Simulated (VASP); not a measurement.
Write the native input for VASP 6.6.1 that does the following.

- Task: single point
- Functional: PBEsol
- Potentials or basis: VASP PAW PBE potentials, release 64 (Al)
- Cutoff: 520 eV
- k mesh: 14 × 14 × 1
- Occupations: fermi-dirac, width 0.08 eV
- Spin: no spin polarisation
- Dipole correction: yes
- Further INCAR settings: ALGO = Normal; EDIFF = 1e-07; NBANDS = 16

The structure of Al lies in POSCAR:

```
Al
1.0
    2.8394494519      0.0000000000      0.0000000000
    0.0000000000      2.8394494519      0.0000000000
    0.0000000000      0.0000000000     24.0312000000
Al
5
Direct
    0.0000000000      0.0000000000      0.3302306759
    0.5000000000      0.5000000000      0.4149406378
    0.0000000000      0.0000000000      0.4999999975
    0.5000000000      0.5000000000      0.5850593614
    0.0000000000      0.0000000000      0.6697693273
```

One way to write it, as run:

INCAR

```
  PREC = Accurate
  ENCUT = 520
  EDIFF = 1E-7
  ISMEAR = -1
  SIGMA = 0.08
  LREAL = False
  LASPH = True
  NELM = 80
  ALGO = Normal
  ISIF = 2
  LWAVE = False
  LCHARG = False
  LDIPOL = True
  IDIPOL = 3
  DIPOL = 0.5 0.5 0.500
  GGA = PS
  NBANDS = 16
```

KPOINTS

```
Automatic mesh
0
Gamma
  14 14 1
```

Potentials or basis: VASP PAW PBE potentials, release 64 (Al).

Launch:

```bash
$ cat potpaw_PBE.64/Al/POTCAR > POTCAR
$ mpirun -np 1 vasp_std > vasp.out
```

Results of the run:

| Item | Value |
| --- | --- |
| Largest force | 0.005 eV/Å |
| Band gap on the k mesh | zero (an odd number of electrons rules out a gap without spin polarisation) |

Caveat: the PAW data sets were made with another functional, which shifts forces and pressure a little.

Run time: 66 s on 1 thread of Intel(R) Xeon(R) 6975P-C (Granite Rapids), on a shared host, peak memory 0.33 GiB.
